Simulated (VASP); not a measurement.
# Au (Fm-3m) in VASP: relaxation of cell and atoms with PBEsol

Aim: the relaxation of cell and atoms of Au with PBEsol.

All numbers are computed with VASP 6.6.1; they aren't measurements. Logs are shortened: lines on timing, memory, paths and dates and some standing lists are left out, and cuts for length are marked.

## Step 1: The cell of the first run

Symmetry: Fm-3m, No. 225, cubic system. The conventional cell has a = 4.082 Å, b = 4.082 Å, c = 4.082 Å, α = 90.00°, β = 90.00°, γ = 90.00°. Within 3.8 Å of Au (site symmetry m-3m) lie 12 Au at 2.89 Å.

## Step 2: Relaxation of cell and atoms, PBEsol

INCAR reads:

```
SYSTEM = Au
ALGO = Normal ; EDIFF = 1E-7
EDIFFG = -0.01 ; ENCUT = 500
GGA = PS ; GGA_COMPAT = .FALSE.
IBRION = 2 ; ISIF = 3
ISMEAR = -1 ; LASPH = .TRUE.
LCHARG = .FALSE. ; LREAL = .FALSE.
LWAVE = .FALSE. ; NELM = 120
NELMIN = 4 ; NSW = 60
PREC = Accurate ; SIGMA = 0.1
```

KPOINTS reads:

```
k-points
0
G
  9 9 9
  0 0 0
```

POSCAR reads:

```
Au
1.0
    0.0000000000      2.0409909107      2.0409909107
    2.0409909107      0.0000000000      2.0409909107
    2.0409909107      2.0409909107      0.0000000000
Au
1
Direct
    0.0000000000      0.0000000000      0.0000000000
```

Potentials or basis: VASP PAW PBE potentials, release 64 (Au).

Command:

```console
cat potpaw_PBE.64/Au/POTCAR > POTCAR
mpirun -np 1 vasp_std > vasp.out
```

OUTCAR:

```text
SYSTEM = Au
   EDIFF = 1E-7
   EDIFFG = -0.01
   ENCUT = 500
   GGA = PS
   IBRION = 2
   ISIF = 3
   ISMEAR = -1
   LASPH = .TRUE.
   LREAL = .FALSE.
   NELM = 120
   NELMIN = 4
   NSW = 60
   PREC = Accurate

 ion  position               nearest neighbor table
   1  0.000  0.000  0.000-

  LATTYP: Found a face centered cubic cell.
 ALAT       =     4.0819818214

  Lattice vectors:

 A1 = (   0.0000000000,   2.0409909107,   2.0409909107)
 A2 = (   2.0409909107,   0.0000000000,   2.0409909107)
 A3 = (   2.0409909107,   2.0409909107,   0.0000000000)

Analysis of symmetry for initial positions (statically):
=====================================================================
 Subroutine PRICEL returns:
 Original cell was already a primitive cell.

 Routine SETGRP: Setting up the symmetry group for a
 face centered cubic supercell.

 Subroutine GETGRP returns: Found 48 space group operations
 (whereof 48 operations were pure point group operations)
 out of a pool of 48 trial point group operations.

The static configuration has the point symmetry O_h .

Analysis of symmetry for dynamics (positions and initial velocities):
=====================================================================
 Subroutine PRICEL returns:
 Original cell was already a primitive cell.

 Routine SETGRP: Setting up the symmetry group for a
 face centered cubic supercell.

 Subroutine GETGRP returns: Found 48 space group operations
 (whereof 48 operations were pure point group operations)
 out of a pool of 48 trial point group operations.

The dynamic configuration has the point symmetry O_h .

 Subroutine INISYM returns: Found 48 space group operations
 (whereof 48 operations are pure point group operations),
 and found     1 'primitive' translations

----------------------------------------------------------------------------------------

                                     Primitive cell

  volume of cell :      17.0041

  direct lattice vectors                    reciprocal lattice vectors
     0.000000000  2.040990911  2.040990911    -0.244979043  0.244979043  0.244979043
     2.040990911  0.000000000  2.040990911     0.244979043 -0.244979043  0.244979043
     2.040990911  2.040990911  0.000000000     0.244979043  0.244979043 -0.244979043

  length of vectors
     2.886397027  2.886397027  2.886397027     0.424316149  0.424316149  0.424316149

  position of ions in fractional coordinates (direct lattice)
     0.000000000  0.000000000  0.000000000

  ion indices of the primitive-cell ions
   primitive index   ion index
                 1           1

----------------------------------------------------------------------------------------

 KPOINTS: k-points

Automatic generation of k-mesh.
 Grid dimensions read from file:
 generate k-points for:    9    9    9

 Generating k-lattice:

  Cartesian coordinates                     Fractional coordinates (reciprocal lattice)
    -0.027219894  0.027219894  0.027219894     0.111111111  0.000000000  0.000000000
     0.027219894 -0.027219894  0.027219894     0.000000000  0.111111111  0.000000000
     0.027219894  0.027219894 -0.027219894     0.000000000  0.000000000  0.111111111

  Length of vectors
     0.047146239  0.047146239  0.047146239

  Shift w.r.t. Gamma in fractional coordinates (k-lattice)
     0.000000000  0.000000000  0.000000000

 Subroutine IBZKPT returns following result:
 ===========================================

 Found     35 irreducible k-points:

 Following reciprocal coordinates:
            Coordinates               Weight
  0.000000  0.000000  0.000000      1.000000
  0.111111  0.000000  0.000000      8.000000
  0.222222  0.000000  0.000000      8.000000
  0.333333  0.000000  0.000000      8.000000
  0.444444  0.000000  0.000000      8.000000
  0.111111  0.111111  0.000000      6.000000
[... 16 lines left out ...]
 -0.333333  0.333333  0.000000     12.000000
  0.444444  0.444444  0.000000      6.000000
 [... further k-points ...]
   k-points           NKPTS =     35   k-points in BZ     NKDIM =     35   number of bands    NBANDS=      9
   number of dos      NEDOS =    301   number of ions     NIONS =      1
   total plane-waves  NPLWV =  13824
   dimension x,y,z NGX =    24 NGY =   24 NGZ =   24
   dimension x,y,z NGXF=    48 NGYF=   48 NGZF=   48
   ions per type =               1
   NGX,Y,Z   is equivalent  to a cutoff of  13.82, 13.82, 13.82 a.u.
   NGXF,Y,Z  is equivalent  to a cutoff of  27.65, 27.65, 27.65 a.u.
 SYSTEM =  Au
   PREC   = accura    normal or accurate (medium, high low for compatibility)
   ISTART =      0    job   : 0-new  1-cont  2-samecut
   ICHARG =      2    charge: 1-file 2-atom 10-const
   ISPIN  =      1    spin polarized calculation?
   LNONCOLLINEAR =      F non collinear calculations
   LSORBIT =      F    spin-orbit coupling
   LASPH  =      T    aspherical Exc in radial PAW
   ENCUT  =  500.0 eV  36.75 Ry    6.06 a.u.   5.26  5.26  5.26*2*pi/ulx,y,z
   NELM   =    120;   NELMIN=  4; NELMDL= -5     # of ELM steps
   EDIFF  = 0.1E-06   stopping-criterion for ELM
   LREAL  =      F    real-space projection
   EDIFFG = -.1E-01   stopping-criterion for IOM
   NSW    =     60    number of steps for IOM
   IBRION =      2    ionic relax: 0-MD 1-quasi-New 2-CG
   NFREE  =      1    steps in history (QN), initial steepest desc. (CG)
   ISIF   =      3    stress and relaxation
   ISYM   =      2    0-nonsym 1-usesym 2-fastsym
   POTIM  = 0.5000    time-step for ionic-motion
   TEBEG  =    0.0;   TEEND  =   0.0 temperature during run
   PSTRESS=    0.0 pullay stress
   NELECT =      11.0000    total number of electrons
   NUPDOWN=      -1.0000    fix difference up-down
   EMIN   =  10.00;   EMAX   =-10.00  energy-range for DOS
   EFERMI =   0.00;   METHOD = LEGACY
   ISMEAR =    -1;   SIGMA  =   0.10  broadening in eV -4-tet -1-fermi 0-gaus
   EFERMI_NEDOS =   21; number of points for ismear=-14 and -15
   IALGO  =     38    algorithm
   IMIX   =      4    mixing-type and parameters
     AMIX     =   0.40;   BMIX     =  1.00
     AMIX_MAG =   1.60;   BMIX_MAG =  1.00
  volume/ion in A,a.u.               =      17.00       114.75
  Fermi-wavevector in a.u.,A,eV,Ry     =   1.415863  2.675594 27.275176  2.004669
  Thomas-Fermi vector in A             =   2.537258
   LORBIT       =      0    0 simple, 1 ext, 2 COOP (PROOUT), +10 PAW based schemes
   GGA     = PS    functional components
   LHFCALC =     F    Hartree Fock is set to
   AEXX    =    0.0000 exact exchange contribution
   IVDW    =     0    specifies the selected vdW correction
   LEPSILON=     F    determine dielectric tensor
   LRPA    =     F    only Hartree local field effects (RPA)
 conjugate gradient relaxation of ions
 non-spin polarized calculation
  energy-cutoff  :      500.00
  volume of cell :       17.00
 maximum number of plane-waves:       444
 NGX is ok and might be reduce to    24
   NGX = 11   NGY = 11   NGZ = 11

--------------------------------------- Ionic step        1  -------------------------------------------

 number of electron      11.0000000 magnetization

 Free energy of the ion-electron system (eV)
  ---------------------------------------------------
  ext. energy  EPLUGINS =         0.00000000
  ---------------------------------------------------
  free energy    TOTEN  =        -3.94945677 eV

  energy without entropy =       -3.94662256  energy(sigma->0) =       -3.94803966

------------------------ aborting loop because EDIFF is reached ----------------------------------------

  FORCE on cell =-STRESS in cart. coord.  units (eV):
  Direction    XX          YY          ZZ          XY          YZ          ZX
  --------------------------------------------------------------------------------------
  -------------------------------------------------------------------------------------
  Total       -0.0290737     -0.0290737     -0.0290737     -0.0000000      0.0000000      0.0000000
  in kB       -2.7394171     -2.7394171     -2.7394171     -0.0000000      0.0000000      0.0000000
  external PRESSURE =      -2.7394171 kB  Pullay stress =       0.0000000 kB

 VOLUME and BASIS-vectors are now :
 -----------------------------------------------------------------------------
  energy-cutoff  :      500.00
  volume of cell :       17.00
      direct lattice vectors                 reciprocal lattice vectors
     0.000000000  2.040990911  2.040990911    -0.244979043  0.244979043  0.244979043
     2.040990911  0.000000000  2.040990911     0.244979043 -0.244979043  0.244979043
     2.040990911  2.040990911  0.000000000     0.244979043  0.244979043 -0.244979043
[... 36 lines left out ...]
 POSITION                                       TOTAL-FORCE (eV/Angst)
 -----------------------------------------------------------------------------------
     -0.00000      2.03813      2.03813         0.000000     -0.000000     -0.000000
 -----------------------------------------------------------------------------------
    total drift:                               -0.000000     -0.000000      0.000000

  FREE ENERGIE OF THE ION-ELECTRON SYSTEM (eV)
  ---------------------------------------------------
  free  energy   TOTEN  =        -3.9494156414 eV

  energy  without entropy=       -3.9465357875  energy(sigma->0) =       -3.94797571

--------------------------------------- Ionic step        3  -------------------------------------------

 number of electron      11.0000000 magnetization

 Free energy of the ion-electron system (eV)
  ---------------------------------------------------
  ext. energy  EPLUGINS =         0.00000000
  ---------------------------------------------------
  free energy    TOTEN  =        -3.94948026 eV

  energy without entropy =       -3.94662944  energy(sigma->0) =       -3.94805485

 E-fermi :   9.3069     XC(G=0): -12.9062

 val. band max:        8.9463961944   @ k =   0.4444   0.3333   0.0000
 cond. band min:       9.3612999662   @ k =   0.4444   0.4444   0.0000
 fundamental gap:      0.4149037718
 Fermi energy:         9.3068551490

 k-point     1 :       0.0000    0.0000    0.0000
  band No.  band energies     occupation
      1      -0.6190      2.00000
      2       4.6464      2.00000
      3       4.6464      2.00000
      4       4.6464      2.00000
      5       6.1853      2.00000
      6       6.1853      2.00000
      7      23.8385      0.00000
      8      27.8515      0.00000
      9      27.8515      0.00000

 k-point     2 :       0.1111    0.0000    0.0000
  band No.  band energies     occupation
      1      -0.1941      2.00000
      2       4.5172      2.00000
      3       4.7829      2.00000
      4       4.7829      2.00000
      5       6.1318      2.00000
      6       6.1318      2.00000
      7      24.2667      0.00000
      8      25.6535      0.00000
      9      28.3503      0.00000
[... 253 lines left out ...]
 k-point    24 :       0.4444    0.4444    0.0000
  band No.  band energies     occupation
      1       2.2828      2.00000
      2       2.6145      2.00000
      3       7.3168      2.00000
      4       7.5803      2.00000
      5       7.5803      2.00000
      6       9.3613      0.73431
      7      16.2896      0.00000
      8      19.6101      0.00000
      9      19.6101      0.00000

 [... further k-points ...]

------------------------ aborting loop because EDIFF is reached ----------------------------------------

  FORCE on cell =-STRESS in cart. coord.  units (eV):
  Direction    XX          YY          ZZ          XY          YZ          ZX
  --------------------------------------------------------------------------------------
  -------------------------------------------------------------------------------------
  Total        0.0008145      0.0008145      0.0008145      0.0000000      0.0000000     -0.0000000
  in kB        0.0768637      0.0768637      0.0768637      0.0000000      0.0000000     -0.0000000
  external PRESSURE =       0.0768637 kB  Pullay stress =       0.0000000 kB

 VOLUME and BASIS-vectors are now :
 -----------------------------------------------------------------------------
  energy-cutoff  :      500.00
  volume of cell :       16.98
      direct lattice vectors                 reciprocal lattice vectors
    -0.000000000  2.039919811  2.039919811    -0.245107674  0.245107674  0.245107674
     2.039919811  0.000000000  2.039919811     0.245107674 -0.245107674  0.245107674
     2.039919811  2.039919811  0.000000000     0.245107674  0.245107674 -0.245107674

 POSITION                                       TOTAL-FORCE (eV/Angst)
 -----------------------------------------------------------------------------------
      0.00000      0.00000      0.00000         0.000000     -0.000000      0.000000
 -----------------------------------------------------------------------------------
    total drift:                               -0.000000     -0.000000     -0.000000

  FREE ENERGIE OF THE ION-ELECTRON SYSTEM (eV)
  ---------------------------------------------------
  free  energy   TOTEN  =        -3.9494802577 eV

  energy  without entropy=       -3.9466294407  energy(sigma->0) =       -3.94805485

 reached required accuracy - stopping structural energy minimisation
```

Wall time 10 s (1 thread of Intel Xeon Platinum 8259CL at 2.50GHz (Skylake/Cascade Lake), shared host); peak memory 0.14 GiB.

What came out:

```yaml
Free_energy: -3.9495 eV
Relaxed_volume: 16.98 Å³/atom
Relaxed_cell: a = 2.885 Å, b = 2.885 Å, c = 2.885 Å, α = 60.00°, β = 60.00°, γ = 60.00°
Space_group_after_relaxing_to_0.1_Å: Fm-3m (No. 225)
Energy_gained_by_relaxing: 0.0 meV/atom
Ionic_steps: 3
Pressure_after_relaxing: 0.0 GPa
Band_gap_on_the_k_mesh: zero (an odd number of electrons rules out a gap without spin polarisation)
```

Final structure:
```xyz
1
Lattice="0.0000 2.0399 2.0399 2.0399 0.0000 2.0399 2.0399 2.0399 0.0000" Properties=species:S:1:pos:R:3 pbc="T T T"
Au    0.0000    0.0000    0.0000
```

Caveat: the PAW data sets were made with another functional, which shifts forces and pressure a little; spin-orbit coupling is left out, which moves the levels of the heavy elements.
